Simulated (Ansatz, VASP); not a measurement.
# C: VASP beside Ansatz

```
CELL_PARAMETERS angstrom
1.16663 0.67355 3.34701
-1.16663 0.67355 3.34701
0.00000 -1.34710 3.34701
ATOMIC_POSITIONS crystal
C 0.16400 0.16400 0.16400
C 0.83600 0.83600 0.83600
```

Change from the starting cell: strain -0.050 along x and y, +0.000 along z, atoms carried along.

Alike in both runs: task single point; functional r2SCAN; k mesh 12 × 12 × 12; occupations gaussian, width 0.05 eV; no spin polarisation.

```csv
,VASP,Ansatz
version,VASP 6.6.1,Ansatz 0.2.0
potentials or method,"VASP PAW PBE potentials, release 64 (C), cutoff 520 eV","scalar-relativistic, plane waves, PAW"
valence electrons in the cell,8,8
```

VASP gave:

- gap on the k mesh at the Fermi level (eV): 0.75
- least direct gap on the mesh (eV): 0.75
- pressure (GPa): 55.4
- traceless stress, the component that is largest in VASP (GPa): -55.08
- rms of the force components (eV/Å): 0.490

Which values does Ansatz return?

gap on the k mesh at the Fermi level (eV): 0.75; least direct gap on the mesh (eV): 0.75; pressure (GPa): 54.7; traceless stress, the component that is largest in VASP (GPa): -54.19; rms of the force components (eV/Å): 0.494.

VASP's potentials were made for PBE, not for r2SCAN. Atom by atom the forces differ by 0.004 eV/Å (rms over components). Both programs put the cell under a high pressure, so it lies far from rest at this level.
